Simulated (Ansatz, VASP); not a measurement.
# Na: VASP beside Ansatz

INCAR

```
PREC     = Accurate       # precision mode
ENCUT    = 520            # plane-wave cutoff, eV
EDIFF    = 1E-6           # SCF threshold, eV
ISMEAR   = -1             # smearing method
SIGMA    = 0.05           # smearing width, eV
LREAL    = F              # projectors in reciprocal space
LASPH    = T              # aspherical terms in the spheres
NELM     = 80             # most SCF steps
ALGO     = Normal         # electronic algorithm
ISIF     = 2              # what is computed and relaxed
LWAVE    = F              # write WAVECAR
LCHARG   = T              # write CHGCAR
GGA      = PS             # functional
LELF     = T              # ELF
LVHAR    = T            
NBANDS   = 14             # bands
```

Contents of KPOINTS:

```
Automatic mesh
0
Gamma
  13 13 7
```

File POSCAR:

```
Na
1.0
    3.7670009976      0.0000000000      0.0000000000
   -1.8835004988      3.2623185600      0.0000000000
    0.0000000000      0.0000000000      6.2770800000
Na
2
Direct
    0.3333333333      0.6666666667      0.2500000000
    0.6666666667      0.3333333333      0.7500000000
```

Input for Ansatz:

```yaml
crystal:
  lattice:
    - [3.7670009976, 0.0, 0.0]
    - [-1.8835004988, 3.26231856, 0.0]
    - [0.0, 0.0, 6.27708]
  atoms:
    - { symbol: Na, position: [0.3333333333, 0.6666666667, 0.25] }
    - { symbol: Na, position: [0.6666666667, 0.3333333333, 0.75] }
kpoints:
  mp_grid: { grid: [13, 13, 7] }
  band_path:
    path:
      - [0.0, 0.0, 0.0]
      - [0.5, 0.0, 0.0]
      - [0.3333333333, 0.3333333333, 0.0]
      - [0.0, 0.0, 0.0]
      - [0.0, 0.0, 0.5]
      - [0.5, 0.0, 0.5]
      - [0.3333333333, 0.3333333333, 0.5]
      - [0.0, 0.0, 0.5]
      - [0.5, 0.0, 0.5]
    npoints: 5
scf:
  occupations: { method: fermi_dirac, width: 0.05 }
hamiltonian:
  xc: pbesol
  pseudopotentials: { kind: all_electron, lapw: { basis_error: 0.00025 } }
output:
  forces: true
  stress: true
  eigenvalues: true
```

Change from the starting cell: zz strain of +2 %.

Alike in both runs: task single point; functional PBEsol; k mesh 13 × 13 × 7; occupations fermi-dirac, width 0.05 eV; no spin polarisation.

|  | VASP | Ansatz |
| --- | --- | --- |
| version | VASP 6.6.1 | Ansatz 0.2.0 |
| potentials or method | VASP PAW PBE potentials, release 64 (Na_pv), cutoff 520 eV | all-electron LAPW, scalar-relativistic |

|  | VASP | Ansatz | Ansatz less VASP |
| --- | --- | --- | --- |
| pressure (GPa) | -0.4 | -0.4 | -0.02 |
| traceless stress, the component that is largest in VASP (GPa) | -0.05 | -0.05 | +0.003 |

VASP's potentials were made for PBE, not for PBEsol. Ansatz ran all-electron here, and VASP with PAW potentials.
